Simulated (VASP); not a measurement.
Set up this calculation in VASP 6.6.1, as the native input.

```
Task                   : relaxation of cell and atoms
Functional             : PBE
Potentials or basis    : VASP PAW PBE potentials, release 64 (Si, O)
Cutoff                 : 600 eV
k mesh                 : 8 × 8 × 8
Occupations            : gaussian, width 0.1 eV
Spin                   : no spin polarisation
Dipole correction      : no
Further INCAR settings : ALGO = Normal; EDIFF = 1e-06; IBRION = 2; EDIFFG = -0.04; NSW = 90; ISIF = 3
```

The structure of SiO2 lies in POSCAR:

```
SiO2
1.0
   -1.6561680300      1.6561680300      4.6417888100
    1.6561680300     -1.6561680300      4.6417888100
    1.6561680300      1.6561680300     -4.6417888100
Si O
2 4
Direct
    0.0000000000      0.0000000000      0.0000000000
    0.7500000000      0.2500000000      0.5000000000
    0.8026239900      0.8026239900      0.0000000000
    0.9473760100      0.4473760100      0.5000000000
    0.5526239900      0.0526239900      0.5000000000
    0.1973760100      0.1973760100      0.0000000000
```

These files were run (other wordings do the same):

INCAR

```
PREC     = Accurate       # precision mode
ENCUT    = 600            # plane-wave cutoff, eV
EDIFF    = 1E-6           # SCF threshold, eV
ISMEAR   = 0              # smearing method
SIGMA    = 0.1            # smearing width, eV
LREAL    = F              # projectors in reciprocal space
LASPH    = T              # aspherical terms in the spheres
NELM     = 80             # most SCF steps
ALGO     = Normal         # electronic algorithm
ISIF     = 3              # what is computed and relaxed
LWAVE    = F              # write WAVECAR
LCHARG   = F              # write CHGCAR
GGA      = PE             # functional
IBRION   = 2              # ionic algorithm
NSW      = 90             # ionic steps
EDIFFG   = -0.04          # ionic threshold
```

KPOINTS

```
regular mesh
0
Gamma
  8 8 8
```

Potentials or basis: VASP PAW PBE potentials, release 64 (Si, O).

Run with:

```sh
$ cat potpaw_PBE.64/Si/POTCAR potpaw_PBE.64/O/POTCAR > POTCAR
$ mpirun -np 1 vasp_std > vasp.out
```

Results of the run:

| Quantity | Value |
| --- | --- |
| Relaxed volume | 8.83 Å³/atom |
| Relaxed cell | a = 4.937 Å, b = 4.937 Å, c = 4.937 Å, α = 138.16°, β = 138.16°, γ = 60.66° |
| Space group after relaxing (to 0.05 Å) | I4_1/amd (No. 141) |
| Energy gained by relaxing | 122.1 meV/atom |
| Ionic steps | 10 |
| Pressure after relaxing | 0.1 GPa |
| Largest force after relaxing | 0.012 eV/Å |
| Band gap on the k mesh | 5.81 eV, indirect (least direct gap 6.44 eV) |

Run time: 6.6 min on 1 thread of Intel(R) Xeon(R) 6975P-C (Granite Rapids), with other jobs on the host, peak memory 0.3 GiB.
